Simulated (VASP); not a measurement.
# Si in VASP: a series of runs

The runs below take Si through single point, with PBE.

Program: VASP 6.6.1. These are calculated values, not measurements. Logs are shortened: lines on timing, memory, paths and dates and some standing lists are left out, and cuts for length are marked.

## (1) The cell of the first run

The cell holds a slab with vacuum, 6 atoms: a = 3.869 Å, b = 3.869 Å, c = 19.998 Å, α = 90.00°, β = 90.00°, γ = 120.00°.

## (2) Single point, PBE

The input, INCAR:

```
SYSTEM = Si
ALGO     = Normal         ! electronic algorithm
DIPOL    = 0.5 0.5 0.500
EDIFF    = 1E-6           ! SCF threshold, eV
ENCUT    = 520            ! plane-wave cutoff, eV
GGA      = PE             ! functional
IDIPOL   = 3            
ISIF     = 2              ! what is computed and relaxed
ISMEAR   = -1             ! smearing method
LASPH    = .True.         ! aspherical terms in the spheres
LCHARG   = .False.        ! write CHGCAR
LDIPOL   = .True.       
LREAL    = .False.        ! projectors in reciprocal space
LWAVE    = .False.        ! write WAVECAR
NBANDS   = 21             ! bands
NELM     = 100            ! most SCF steps
PREC     = Accurate       ! precision mode
SIGMA    = 0.02           ! smearing width, eV
```

The input, KPOINTS:

```
k-points
0
Gamma
  9 9 1
  0 0 0
```

The input, POSCAR:

```
Si
1.0
    3.8685410222      0.0000000000      0.0000000000
   -1.9342705111      3.3502548008      0.0000000000
    0.0000000000      0.0000000000     19.9981000000
Si
6
Direct
    0.0000000000      0.0000000000      0.3250321125
    0.3333333333      0.6666666667      0.3591543230
    0.3333333333      0.6666666667      0.4808882943
    0.6666666667      0.3333333333      0.5191117094
    0.6666666667      0.3333333333      0.6408456837
    0.0000000000      0.0000000000      0.6749678875
```

Potentials or basis: VASP PAW PBE potentials, release 64 (Si).

Run with:

```
$ cat potpaw_PBE.64/Si/POTCAR > POTCAR
$ mpirun -np 1 vasp_std > vasp.out
```

OUTCAR:

```text
SYSTEM = Si
   EDIFF = 1E-6
   ENCUT = 520
   GGA = PE
   ISIF = 2
   ISMEAR = -1
   LASPH = .True.
   LREAL = .False.
   NELM = 100
   PREC = Accurate

 ion  position               nearest neighbor table
   1  0.000  0.000  0.325-   2 2.34   2 2.34   2 2.34
   2  0.333  0.667  0.359-   1 2.34   1 2.34   1 2.34   3 2.43
   3  0.333  0.667  0.481-   4 2.36   4 2.36   4 2.36   2 2.43
   4  0.667  0.333  0.519-   3 2.36   3 2.36   3 2.36   5 2.43
   5  0.667  0.333  0.641-   6 2.34   6 2.34   6 2.34   4 2.43
   6  0.000  0.000  0.675-   5 2.34   5 2.34   5 2.34

  LATTYP: Found a hexagonal cell.
 ALAT       =     3.8685410222
 C/A-ratio  =     5.1694165540

  Lattice vectors:

 A1 = (   3.8685410222,   0.0000000000,   0.0000000000)
 A2 = (  -1.9342705111,   3.3502548008,   0.0000000000)
 A3 = (   0.0000000000,   0.0000000000,  19.9981000000)

Analysis of symmetry for initial positions (statically):
=====================================================================
 Subroutine PRICEL returns:
 Original cell was already a primitive cell.

 Routine SETGRP: Setting up the symmetry group for a
 hexagonal supercell.

 Subroutine GETGRP returns: Found 12 space group operations
 (whereof 12 operations were pure point group operations)
 out of a pool of 24 trial point group operations.

The static configuration has the point symmetry D_3d.

Analysis of symmetry for dynamics (positions and initial velocities):
=====================================================================
 Subroutine PRICEL returns:
 Original cell was already a primitive cell.

 Routine SETGRP: Setting up the symmetry group for a
 hexagonal supercell.

 Subroutine GETGRP returns: Found 12 space group operations
 (whereof 12 operations were pure point group operations)
 out of a pool of 24 trial point group operations.

The dynamic configuration has the point symmetry D_3d.

 Subroutine INISYM returns: Found 12 space group operations
 (whereof 12 operations are pure point group operations),
 and found     1 'primitive' translations

----------------------------------------------------------------------------------------

                                     Primitive cell

  volume of cell :     259.1873

  direct lattice vectors                    reciprocal lattice vectors
     3.868541022  0.000000000  0.000000000     0.258495385  0.149242380  0.000000000
    -1.934270511  3.350254801  0.000000000     0.000000000  0.298484760  0.000000000
     0.000000000  0.000000000 19.998100000     0.000000000  0.000000000  0.050004750

  length of vectors
     3.868541022  3.868541022 19.998100000     0.298484760  0.298484760  0.050004750

  position of ions in fractional coordinates (direct lattice)
     0.000000000  0.000000000  0.325032112
     0.333333333  0.666666667  0.359154323
     0.333333333  0.666666667  0.480888294
     0.666666667  0.333333333  0.519111709
     0.666666667  0.333333333  0.640845684
     0.000000000  0.000000000  0.674967888

  ion indices of the primitive-cell ions
   primitive index   ion index
                 1           1
                 2           2
                 3           3
                 4           4
                 5           5
                 6           6

----------------------------------------------------------------------------------------

 KPOINTS: k-points

Automatic generation of k-mesh.
 Grid dimensions read from file:
 generate k-points for:    9    9    1

 Generating k-lattice:

  Cartesian coordinates                     Fractional coordinates (reciprocal lattice)
     0.028721709  0.016582487  0.000000000     0.111111111  0.000000000  0.000000000
     0.000000000  0.033164973  0.000000000     0.000000000  0.111111111  0.000000000
     0.000000000  0.000000000  0.050004750     0.000000000  0.000000000  1.000000000

  Length of vectors
     0.033164973  0.033164973  0.050004750

  Shift w.r.t. Gamma in fractional coordinates (k-lattice)
     0.000000000  0.000000000  0.000000000

 Subroutine IBZKPT returns following result:
 ===========================================

 Found     12 irreducible k-points:

 Following reciprocal coordinates:
            Coordinates               Weight
  0.000000  0.000000  0.000000      1.000000
  0.111111  0.000000  0.000000      6.000000
  0.222222  0.000000  0.000000      6.000000
  0.333333  0.000000  0.000000      6.000000
  0.444444  0.000000  0.000000      6.000000
  0.111111  0.111111  0.000000      6.000000
  0.222222  0.111111  0.000000     12.000000
  0.333333  0.111111  0.000000     12.000000
  0.444444  0.111111  0.000000      6.000000
  0.222222  0.222222  0.000000      6.000000
  0.333333  0.222222  0.000000     12.000000
  0.333333  0.333333  0.000000      2.000000
   k-points           NKPTS =     12   k-points in BZ     NKDIM =     12   number of bands    NBANDS=     21
   number of dos      NEDOS =    301   number of ions     NIONS =      6
   total plane-waves  NPLWV = 135000
   dimension x,y,z NGX =    30 NGY =   30 NGZ =  150
   dimension x,y,z NGXF=    60 NGYF=   60 NGZF=  300
   ions per type =               6
   NGX,Y,Z   is equivalent  to a cutoff of  12.89, 12.89, 12.47 a.u.
   NGXF,Y,Z  is equivalent  to a cutoff of  25.78, 25.78, 24.94 a.u.
 SYSTEM =  Si
   PREC   = accura    normal or accurate (medium, high low for compatibility)
   ISTART =      0    job   : 0-new  1-cont  2-samecut
   ICHARG =      2    charge: 1-file 2-atom 10-const
   ISPIN  =      1    spin polarized calculation?
   LNONCOLLINEAR =      F non collinear calculations
   LSORBIT =      F    spin-orbit coupling
   LASPH  =      T    aspherical Exc in radial PAW
   ENCUT  =  520.0 eV  38.22 Ry    6.18 a.u.   7.19  7.19 37.18*2*pi/ulx,y,z
   NELM   =    100;   NELMIN=  2; NELMDL= -5     # of ELM steps
   EDIFF  = 0.1E-05   stopping-criterion for ELM
   LREAL  =      F    real-space projection
   EDIFFG = 0.1E-04   stopping-criterion for IOM
   NSW    =      0    number of steps for IOM
   IBRION =     -1    ionic relax: 0-MD 1-quasi-New 2-CG
   NFREE  =      0    steps in history (QN), initial steepest desc. (CG)
   ISIF   =      2    stress and relaxation
   ISYM   =      2    0-nonsym 1-usesym 2-fastsym
   POTIM  = 0.5000    time-step for ionic-motion
   TEBEG  =    0.0;   TEEND  =   0.0 temperature during run
   PSTRESS=    0.0 pullay stress
   NELECT =      24.0000    total number of electrons
   NUPDOWN=      -1.0000    fix difference up-down
   EMIN   =  10.00;   EMAX   =-10.00  energy-range for DOS
   EFERMI =   0.00;   METHOD = LEGACY
   ISMEAR =    -1;   SIGMA  =   0.02  broadening in eV -4-tet -1-fermi 0-gaus
   EFERMI_NEDOS =   21; number of points for ismear=-14 and -15
   IALGO  =     38    algorithm
   IMIX   =      4    mixing-type and parameters
     AMIX     =   0.40;   BMIX     =  1.00
     AMIX_MAG =   1.60;   BMIX_MAG =  1.00
  volume/ion in A,a.u.               =      43.20       291.51
  Fermi-wavevector in a.u.,A,eV,Ry     =   0.740640  1.399607  7.463449  0.548548
  Thomas-Fermi vector in A             =   1.835091
   LORBIT       =      0    0 simple, 1 ext, 2 COOP (PROOUT), +10 PAW based schemes
   GGA     = PE    functional components
   LHFCALC =     F    Hartree Fock is set to
   AEXX    =    0.0000 exact exchange contribution
   IVDW    =     0    specifies the selected vdW correction
   LEPSILON=     F    determine dielectric tensor
   LRPA    =     F    only Hartree local field effects (RPA)
 non-spin polarized calculation
  energy-cutoff  :      520.00
  volume of cell :      259.19
 maximum number of plane-waves:      7029
 NGX is ok and might be reduce to    30
   NGX = 15   NGY = 15   NGZ = 75

 number of electron      24.0000002 magnetization

 dipolmoment           0.000000      0.000000     -0.000001 electrons x Angstroem

 Free energy of the ion-electron system (eV)
  ---------------------------------------------------
  ext. energy  EPLUGINS =         0.00000000
  ---------------------------------------------------
  free energy    TOTEN  =       -30.15786946 eV

  energy without entropy =      -30.15046027  energy(sigma->0) =      -30.15416486

 E-fermi :   0.1490     XC(G=0):  -5.1630

 val. band max:        0.0854295010   @ k =   0.2222   0.1111   0.0000
 cond. band min:       0.1493877454   @ k =   0.4444   0.1111   0.0000
 fundamental gap:      0.0639582444
 Fermi energy:         0.1489670115

 k-point     1 :       0.0000    0.0000    0.0000
  band No.  band energies     occupation
      1     -11.4544      2.00000
      2     -10.7627      2.00000
      3      -9.8735      2.00000
      4      -5.5951      2.00000
      5      -3.3921      2.00000
      6      -0.9912      2.00000
[... 13 lines left out ...]
     20       3.4972      0.00000
     21       3.5277      0.00000

 k-point     2 :       0.1111    0.0000    0.0000
  band No.  band energies     occupation
      1     -11.3131      2.00000
      2     -10.6218      2.00000
      3      -9.7319      2.00000
      4      -5.5362      2.00000
      5      -3.3808      2.00000
      6      -2.0189      2.00000
[... 13 lines left out ...]
     20       3.8315      0.00000
     21       3.8866      0.00000

 k-point     3 :       0.2222    0.0000    0.0000
  band No.  band energies     occupation
      1     -10.8958      2.00000
      2     -10.2071      2.00000
      3      -9.3151      2.00000
      4      -5.5300      2.00000
      5      -3.9916      2.00000
      6      -3.2749      2.00000
[... 13 lines left out ...]
     20       5.0768      0.00000
     21       5.0941      0.00000

 k-point     4 :       0.3333    0.0000    0.0000
  band No.  band energies     occupation
      1     -10.2319      2.00000
      2      -9.5568      2.00000
      3      -8.6653      2.00000
      4      -6.1807      2.00000
      5      -5.4069      2.00000
      6      -4.6244      2.00000
[... 13 lines left out ...]
     20       4.8575      0.00000
     21       5.8603      0.00000

 k-point     5 :       0.4444    0.0000    0.0000
  band No.  band energies     occupation
      1      -9.4540      2.00000
      2      -8.8856      2.00000
      3      -8.0650      2.00000
      4      -6.8949      2.00000
      5      -6.5756      2.00000
      6      -6.0020      2.00000
[... 13 lines left out ...]
     20       5.2795      0.00000
     21       6.1190      0.00000

 k-point     6 :       0.1111    0.1111    0.0000
  band No.  band energies     occupation
      1     -11.0336      2.00000
      2     -10.3437      2.00000
      3      -9.4522      2.00000
      4      -5.4919      2.00000
      5      -3.6335      2.00000
      6      -2.9323      2.00000
[... 13 lines left out ...]
     20       4.6158      0.00000
     21       4.8140      0.00000

 k-point     7 :       0.2222    0.1111    0.0000
  band No.  band energies     occupation
      1     -10.4898      2.00000
      2      -9.8061      2.00000
      3      -8.9114      2.00000
      4      -5.8124      2.00000
      5      -4.7616      2.00000
      6      -3.9960      2.00000
[... 13 lines left out ...]
     20       4.8942      0.00000
     21       4.9942      0.00000

 k-point     8 :       0.3333    0.1111    0.0000
  band No.  band energies     occupation
      1      -9.7383      2.00000
      2      -9.0925      2.00000
      3      -8.2078      2.00000
      4      -6.6804      2.00000
      5      -6.0718      2.00000
      6      -5.3928      2.00000
[... 13 lines left out ...]
     20       4.9786      0.00000
     21       5.7048      0.00000

 k-point     9 :       0.4444    0.1111    0.0000
  band No.  band energies     occupation
      1      -9.1527      2.00000
      2      -8.7006      2.00000
      3      -7.8916      2.00000
      4      -6.9961      2.00000
      5      -6.5604      2.00000
      6      -6.4529      2.00000
[... 13 lines left out ...]
     20       4.8698      0.00000
     21       6.1322      0.00000

 k-point    10 :       0.2222    0.2222    0.0000
  band No.  band energies     occupation
      1      -9.8443      2.00000
      2      -9.1806      2.00000
      3      -8.2769      2.00000
      4      -6.4878      2.00000
      5      -5.7035      2.00000
      6      -5.0924      2.00000
[... 13 lines left out ...]
     20       4.8034      0.00000
     21       4.9517      0.00000

 k-point    11 :       0.3333    0.2222    0.0000
  band No.  band energies     occupation
      1      -9.0756      2.00000
      2      -8.5491      2.00000
      3      -7.6478      2.00000
      4      -7.1222      2.00000
      5      -6.5847      2.00000
      6      -6.1331      2.00000
[... 13 lines left out ...]
     20       4.9971      0.00000
     21       5.7362      0.00000

 k-point    12 :       0.3333    0.3333    0.0000
  band No.  band energies     occupation
      1      -8.4705      2.00000
      2      -8.4704      2.00000
      3      -7.3360      2.00000
      4      -7.3015      2.00000
      5      -6.6862      2.00000
      6      -6.6862      2.00000
[... 13 lines left out ...]
     20       6.0328      0.00000
     21       6.0328      0.00000

------------------------ aborting loop because EDIFF is reached ----------------------------------------

 vacuum level on the upper side and lower side of the slab       (xc-potential included)        -0.144        -0.144

  FORCE on cell =-STRESS in cart. coord.  units (eV):
  Direction    XX          YY          ZZ          XY          YZ          ZX
  --------------------------------------------------------------------------------------
  -------------------------------------------------------------------------------------
  Total       -0.2904557     -0.2904557     -0.0534984      0.0000000      0.0000000      0.0000000
  in kB       -1.7954639     -1.7954639     -0.3307029      0.0000000      0.0000000      0.0000000
  external PRESSURE =      -1.3072102 kB  Pullay stress =       0.0000000 kB

 VOLUME and BASIS-vectors are now :
 -----------------------------------------------------------------------------
  energy-cutoff  :      520.00
  volume of cell :      259.19
      direct lattice vectors                 reciprocal lattice vectors
     3.868541022  0.000000000  0.000000000     0.258495385  0.149242380  0.000000000
    -1.934270511  3.350254801  0.000000000     0.000000000  0.298484760  0.000000000
     0.000000000  0.000000000 19.998100000     0.000000000  0.000000000  0.050004750

 POSITION                                       TOTAL-FORCE (eV/Angst)
 -----------------------------------------------------------------------------------
      0.00000      0.00000      6.50002        -0.000000      0.000000      0.007247
     -0.00000      2.23350      7.18240        -0.000000      0.000000     -0.001745
     -0.00000      2.23350      9.61685         0.000000     -0.000000      0.000227
      1.93427      1.11675     10.38125        -0.000000      0.000000     -0.000227
      1.93427      1.11675     12.81570         0.000000      0.000000      0.001745
      0.00000      0.00000     13.49808         0.000000      0.000000     -0.007247
 -----------------------------------------------------------------------------------
    total drift:                                0.000000     -0.000000     -0.000044

  FREE ENERGIE OF THE ION-ELECTRON SYSTEM (eV)
  ---------------------------------------------------
  free  energy   TOTEN  =       -30.1578694621 eV

  energy  without entropy=      -30.1504602652  energy(sigma->0) =      -30.15416486

 vacuum level on the upper side and lower side of the slab         4.842         4.842
```

Wall time 66 s (1 thread of Intel Xeon 6975P-C (Granite Rapids), shared host); peak memory 0.36 GiB.

Results:

* Free energy: -30.1579 eV
* Largest force: 0.007 eV/Å
* Band gap on the k mesh: zero (band 12 reaches 0.17 eV, above the bottom of band 13 at 0.15 eV)

Forces on the atoms (eV/Å):
```
Si   0.000  0.000  0.007
Si   0.000  0.000 -0.002
Si   0.000  0.000  0.000
Si   0.000  0.000  0.000
Si   0.000  0.000  0.002
Si   0.000  0.000 -0.007
```

Levels at points of the mesh, in eV from the Fermi level:
```csv
k point,band 8,band 9,band 10,band 11,band 12,band 13,band 14,band 15,band 16,band 17
"(0.00, 0.00, 0.00)",-0.81,-0.81,-0.63,-0.36,-0.36,0.99,1.55,2.32,2.58,2.96
```

[end of part 1 of 2]
